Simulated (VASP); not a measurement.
AlCu5:

```xyz
6
Lattice="3.8916 0.0000 0.0000 -1.9458 3.3702 0.0000 0.0000 0.0000 6.1322" Properties=species:S:1:pos:R:3 pbc="T T T"
Al    0.0000    0.0000    0.0000
Cu    1.9458    0.0000    3.0661
Cu   -0.9729    1.6851    3.0661
Cu    0.9729    1.6851    3.0661
Cu    0.0000    0.0000    4.1524
Cu    0.0000    0.0000    1.9798
```

The cell was built from a structure type or drawn by symmetry, and may not be a known phase.

* Program: VASP 6.6.1
* Task: relaxation of cell and atoms
* Functional: PBE
* Potentials or basis: VASP PAW PBE potentials, release 64 (Al, Cu)
* Cutoff: 600 eV
* k mesh: 6 × 6 × 4
* Occupations: gaussian, width 0.1 eV
* Spin: no spin polarisation

At the start: pressure 94.7 GPa; volume 13.40 Å³/atom.

Q: How do energy, volume and symmetry change on relaxing?

A: Over 9 steps the energy falls by 1681.8 meV/atom and the volume is 22.41 Å³/atom (+67.2 %); space group P6/mmm (No. 191, to 0.1 Å) before and after.

Step by step:
| step | energy change (eV) | largest force (eV/Å) | pressure (GPa) | volume (Å³) |
| --- | --- | --- | --- | --- |
| 1 | 0.0000 | 2.1613 | 94.67 | 80.43 |
| 2 | -6.7926 | 1.0158 | -7.44 | 211.09 |
| 3 | -9.7457 | 2.3042 | 0.49 | 133.41 |
| 4 | -9.7468 | 2.3100 | 1.00 | 132.17 |
| 5 | -10.0442 | 0.6774 | -0.54 | 135.52 |
| 6 | -10.0604 | 0.2270 | -0.78 | 136.56 |
| 7 | -10.0873 | 0.0775 | -0.10 | 134.75 |
| 8 | -10.0884 | 0.1656 | 0.09 | 134.32 |
| 9 | -10.0909 | 0.0162 | 0.02 | 134.49 |

Final structure:
```xyz
6
Lattice="4.7393 0.0000 0.0000 -2.3697 4.1044 0.0000 0.0000 0.0000 6.9138" Properties=species:S:1:pos:R:3 pbc="T T T"
Al    4.7393    0.0000    6.9138
Cu    2.3697    0.0000    3.4569
Cu    3.5545    2.0522    3.4569
Cu    1.1848    2.0522    3.4569
Cu    0.0000    0.0000    4.6058
Cu    0.0000    0.0000    2.3079
```

Caveat: the volume moved by over 15 % at a fixed basis, so the end points are rough.
